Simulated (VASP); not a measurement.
Runs of VASP 6.6.1 on TiAl4Ni3. The structure is that of space group P4/mmm (No. 123), or close to it. The cells are those of the table. 

```csv
spin,cell,k mesh,smearing,further INCAR settings,gap on the mesh (eV),pressure (GPa),largest force (eV/Å)
off,"a = 2.869, b = 2.869, c = 12.778 Å, 8 atoms",6 × 6 × 2,gaussian 0.1 eV,ALGO = Fast; EDIFF = 1e-07; NBANDS = 37,none,-0.2,0.01
off,"a = 2.880, b = 2.880, c = 12.668 Å, 8 atoms",8 × 8 × 2,gaussian 0.2 eV,ALGO = Fast; EDIFF = 1e-06; NBANDS = 37,none,(a),0.02
off,"a = 2.871, b = 2.871, c = 12.764 Å, 8 atoms",8 × 8 × 2,gaussian 0.2 eV,ALGO = Fast; EDIFF = 1e-06; NBANDS = 37,none,-0.1,-
off,"a = 2.880, b = 2.880, c = 12.668 Å, 8 atoms",14 × 14 × 4,gaussian 0.1 eV,ALGO = Fast; EDIFF = 1e-06; NBANDS = 37,none,-0.1,-
"collinear, ferromagnetic start","a = 2.643, b = 2.643, c = 15.297 Å, 8 atoms",6 × 6 × 1,gaussian 0.1 eV,ALGO = Fast; EDIFF = 1e-07; NBANDS = 41,none,1.0,(b)
```

Alike in all rows: task single point; level PBE; potentials or basis VASP PAW PBE potentials, release 64 (Ti_sv, Al, Ni); cutoff (eV) 520.

Problem. Estimate the missing entries.

Solution. (a) 0.1; (b) 2.11.

Caveats: some runs use coarse meshes; forces of over 1 eV/Å act on the atoms, so gaps and moduli don't describe the material at rest (some runs).

A gap of «none» marks levels without a gap at the run's occupations.
